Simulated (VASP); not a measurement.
# Ti in VASP: relaxation of the atoms with PBE

Aim: the relaxation of the atoms of Ti with PBE.

Everything below comes from runs of VASP 6.6.1. Logs are shortened: lines on timing, memory, paths and dates and some standing lists are left out, and cuts for length are marked.

## 1. The cell of the first run

The cell holds a slab with vacuum, 16 atoms: a = 5.877 Å, b = 5.877 Å, c = 22.976 Å, α = 90.00°, β = 90.00°, γ = 120.00°.

## 2. Relaxation of the atoms, PBE

Contents of INCAR:

```
SYSTEM = Ti
  PREC = Accurate
  ENCUT = 520
  EDIFF = 1E-7
  ISMEAR = 0
  SIGMA = 0.1
  LREAL = Auto
  LASPH = .True.
  NELM = 80
  ALGO = Normal
  ISIF = 2
  LWAVE = .False.
  LCHARG = .False.
  LDIPOL = .True.
  IDIPOL = 3
  DIPOL = 0.5 0.5 0.500
  GGA = PE
  IBRION = 2
  NSW = 90
  EDIFFG = -0.03
  KPAR = 4
```

Contents of KPOINTS:

```
regular mesh
0
Gamma
  4 4 1
  0 0 0
```

Contents of POSCAR:

```
Ti
1.0
    5.8769161223      0.0000000000      0.0000000000
   -2.9384580611      5.0895586578      0.0000000000
    0.0000000000      0.0000000000     22.9759510220
Ti
16
Selective dynamics
Direct
    0.3333333333      0.1666666667      0.3481901573  F F F
    0.3333333333      0.6666666667      0.3481901573  F F F
    0.8333333333      0.1666666667      0.3481901573  F F F
    0.8333333333      0.6666666667      0.3481901573  F F F
    0.1666666667      0.3333333333      0.4493967191  F F F
    0.1666666667      0.8333333333      0.4493967191  F F F
    0.6666666667      0.3333333333      0.4493967191  F F F
    0.6666666667      0.8333333333      0.4493967191  F F F
    0.3333333333      0.1666666667      0.5506032809  T T T
    0.3333333333      0.6666666667      0.5506032809  T T T
    0.8333333333      0.1666666667      0.5506032809  T T T
    0.8333333333      0.6666666667      0.5506032809  T T T
    0.1666666667      0.3333333333      0.6518098427  T T T
    0.1666666667      0.8333333333      0.6518098427  T T T
    0.6666666667      0.3333333333      0.6518098427  T T T
    0.6666666667      0.8333333333      0.6518098427  T T T
```

Potentials or basis: VASP PAW PBE potentials, release 64 (Ti_sv).

Run with:

```bash
cat potpaw_PBE.64/Ti_sv/POTCAR > POTCAR
mpirun -np 4 vasp_std > vasp.out
```

OUTCAR:

```text
SYSTEM = Ti
   PREC = Accurate
   ENCUT = 520
   EDIFF = 1E-7
   ISMEAR = 0
   LREAL = Auto
   LASPH = .True.
   NELM = 80
   ISIF = 2
   GGA = PE
   IBRION = 2
   NSW = 90
   EDIFFG = -0.03

 ion  position               nearest neighbor table
   1  0.333  0.167  0.348-   5 2.88   6 2.88   7 2.88
   2  0.333  0.667  0.348-   6 2.88   5 2.88   8 2.88
   3  0.833  0.167  0.348-   7 2.88   8 2.88   5 2.88
   4  0.833  0.667  0.348-   8 2.88   7 2.88   6 2.88
   5  0.167  0.333  0.449-   1 2.88   9 2.88   2 2.88  10 2.88   3 2.88  11 2.88
   6  0.167  0.833  0.449-   2 2.88  10 2.88   9 2.88   1 2.88   4 2.88  12 2.88
   7  0.667  0.333  0.449-   3 2.88  11 2.88   4 2.88  12 2.88   1 2.88   9 2.88
   8  0.667  0.833  0.449-   4 2.88  12 2.88  11 2.88   3 2.88   2 2.88  10 2.88
   9  0.333  0.167  0.551-   5 2.88  13 2.88   6 2.88  14 2.88   7 2.88  15 2.88
  10  0.333  0.667  0.551-   6 2.88  14 2.88  13 2.88   5 2.88   8 2.88  16 2.88
  11  0.833  0.167  0.551-   7 2.88  15 2.88   8 2.88  16 2.88   5 2.88  13 2.88
  12  0.833  0.667  0.551-   8 2.88  16 2.88  15 2.88   7 2.88   6 2.88  14 2.88
  13  0.167  0.333  0.652-   9 2.88  10 2.88  11 2.88
  14  0.167  0.833  0.652-  10 2.88   9 2.88  12 2.88
  15  0.667  0.333  0.652-  11 2.88  12 2.88   9 2.88
  16  0.667  0.833  0.652-  12 2.88  11 2.88  10 2.88
[... 7 lines left out ...]
 A1 = (   5.8769161223,   0.0000000000,   0.0000000000)
 A2 = (  -2.9384580611,   5.0895586578,   0.0000000000)
 A3 = (   0.0000000000,   0.0000000000,  22.9759510220)

Analysis of symmetry for initial positions (statically):
=====================================================================
 Subroutine PRICEL returns following result:

  LATTYP: Found a hexagonal cell.
 ALAT       =     2.9384580611
 C/A-ratio  =     7.8190501766
[... 12 lines left out ...]
 Subroutine GETGRP returns: Found 12 space group operations
 (whereof 12 operations were pure point group operations)
 out of a pool of 24 trial point group operations.

The static configuration has the point symmetry D_3d.

Analysis of symmetry for dynamics (positions and initial velocities):
=====================================================================
 Subroutine PRICEL returns following result:

  LATTYP: Found a hexagonal cell.
 ALAT       =     2.9384580611
 C/A-ratio  =     7.8190501766
[... 12 lines left out ...]
 Subroutine GETGRP returns: Found 12 space group operations
 (whereof 12 operations were pure point group operations)
 out of a pool of 24 trial point group operations.

The dynamic configuration has the point symmetry D_3d.

Analysis of constrained symmetry for selective dynamics:
[... 152 lines left out ...]
  ---------------------------------------------------
  free energy    TOTEN  =      -117.76337234 eV

  energy without entropy =     -117.62279074  energy(sigma->0) =     -117.69308154

------------------------ aborting loop because EDIFF is reached ----------------------------------------

  FORCE on cell =-STRESS in cart. coord.  units (eV):
  Direction    XX          YY          ZZ          XY          YZ          ZX
  --------------------------------------------------------------------------------------
  -------------------------------------------------------------------------------------
  Total       -6.9339708     -6.9339708     -8.7587355     -0.0000000      0.0000000     -0.0000000
  in kB      -16.1655124    -16.1655124    -20.4196775     -0.0000000      0.0000000     -0.0000000
  external PRESSURE =     -17.5835675 kB  Pullay stress =       0.0000000 kB
[... 139 lines left out ...]
 number of electron     191.9999953 magnetization

------------------------ aborting loop because EDIFF is reached ----------------------------------------

 vacuum level on the upper side and lower side of the slab       (xc-potential included)        -0.086        -0.045

  FORCE on cell =-STRESS in cart. coord.  units (eV):
  Direction    XX          YY          ZZ          XY          YZ          ZX
  --------------------------------------------------------------------------------------
  -------------------------------------------------------------------------------------
  Total       -5.2568777     -5.2568777     -6.2573264     -0.0000000     -0.0000000     -0.0000000
  in kB      -12.2556216    -12.2556216    -14.5880177     -0.0000000     -0.0000000     -0.0000000
  external PRESSURE =     -13.0330870 kB  Pullay stress =       0.0000000 kB
[... 31 lines left out ...]
  FREE ENERGIE OF THE ION-ELECTRON SYSTEM (eV)
  ---------------------------------------------------
  free  energy   TOTEN  =      -117.9796094398 eV

  energy  without entropy=     -117.8270046617  energy(sigma->0) =     -117.90330705

 dipolmoment           0.000000      0.000000      0.013678 electrons x Angstroem

--------------------------------------- Ionic step        5  -------------------------------------------

 number of electron     191.9999953 magnetization

 dipolmoment           0.000000      0.000000     -0.011240 electrons x Angstroem

 Free energy of the ion-electron system (eV)
  ---------------------------------------------------
  ext. energy  EPLUGINS =         0.00000000
  ---------------------------------------------------
  free energy    TOTEN  =      -117.98025814 eV

  energy without entropy =     -117.82647365  energy(sigma->0) =     -117.90336589

 E-fermi :   0.8741     XC(G=0):  -5.5413

 val. band max:        0.8598279580   @ k =   0.2500   0.2500   0.0000
 cond. band min:       0.8873847812   @ k =   0.5000   0.0000   0.0000
 fundamental gap:      0.0275568232
 Fermi energy:         0.8741320878

 k-point     1 :       0.0000    0.0000    0.0000
  band No.  band energies     occupation
      1     -56.1038      2.00000
      2     -56.0397      2.00000
      3     -56.0286      2.00000
      4     -56.0286      2.00000
      5     -56.0286      2.00000
      6     -55.9543      2.00000
[... 433 lines left out ...]
    107       1.3309      0.00000
    108       1.3983      0.00000
 [bands above 108 left out]

------------------------ aborting loop because EDIFF is reached ----------------------------------------

 vacuum level on the upper side and lower side of the slab       (xc-potential included)        -0.051         0.024

  FORCE on cell =-STRESS in cart. coord.  units (eV):
  Direction    XX          YY          ZZ          XY          YZ          ZX
  --------------------------------------------------------------------------------------
  -------------------------------------------------------------------------------------
  Total       -5.1665477     -5.1665477     -5.9886069     -0.0000000     -0.0000000     -0.0000000
  in kB      -12.0450306    -12.0450306    -13.9615385     -0.0000000     -0.0000000     -0.0000000
  external PRESSURE =     -12.6838666 kB  Pullay stress =       0.0000000 kB
[... 31 lines left out ...]
  FREE ENERGIE OF THE ION-ELECTRON SYSTEM (eV)
  ---------------------------------------------------
  free  energy   TOTEN  =      -117.9802581425 eV

  energy  without entropy=     -117.8264736470  energy(sigma->0) =     -117.90336589

 reached required accuracy - stopping structural energy minimisation

 vacuum level on the upper side and lower side of the slab         5.245         5.342
```

It took 22 min on 4 MPI ranks of Intel Xeon Platinum 8259CL at 2.50GHz (Skylake/Cascade Lake), shared host; peak memory 0.97 GiB.

Results:

- Free energy: -117.9803 eV
- Energy gained by relaxing: 13.6 meV/atom
- Ionic steps: 5
- Band gap on the k mesh: zero (bands 96 and 97 overlap by 0.64 eV)

Step by step:
```tsv
step	energy change (eV)	largest force on free atoms (eV/Å)	pressure (GPa)
1	0.0000	0.7122	-1.76
2	-0.1308	0.4684	-1.62
3	-0.2079	0.1884	-1.21
4	-0.2162	0.0569	-1.30
5	-0.2169	0.0168	-1.27
```

Final structure:
```
CELL_PARAMETERS angstrom
5.87692 0.00000 0.00000
-2.93846 5.08956 0.00000
0.00000 0.00000 22.97595
ATOMIC_POSITIONS crystal
Ti 0.33333 0.16667 0.34819
Ti 0.33333 0.66667 0.34819
Ti 0.83333 0.16667 0.34819
Ti 0.83333 0.66667 0.34819
Ti 0.16667 0.33333 0.44940
Ti 0.16667 0.83333 0.44940
Ti 0.66667 0.33333 0.44940
Ti 0.66667 0.83333 0.44940
Ti 0.33333 0.16667 0.55440
Ti 0.33333 0.66667 0.55440
Ti 0.83333 0.16667 0.55440
Ti 0.83333 0.66667 0.55440
Ti 0.16667 0.33333 0.64882
Ti 0.16667 0.83333 0.64882
Ti 0.66667 0.33333 0.64882
Ti 0.66667 0.83333 0.64882
```

The gap in the log of VASP goes by the Fermi energy; the results here count the filled bands.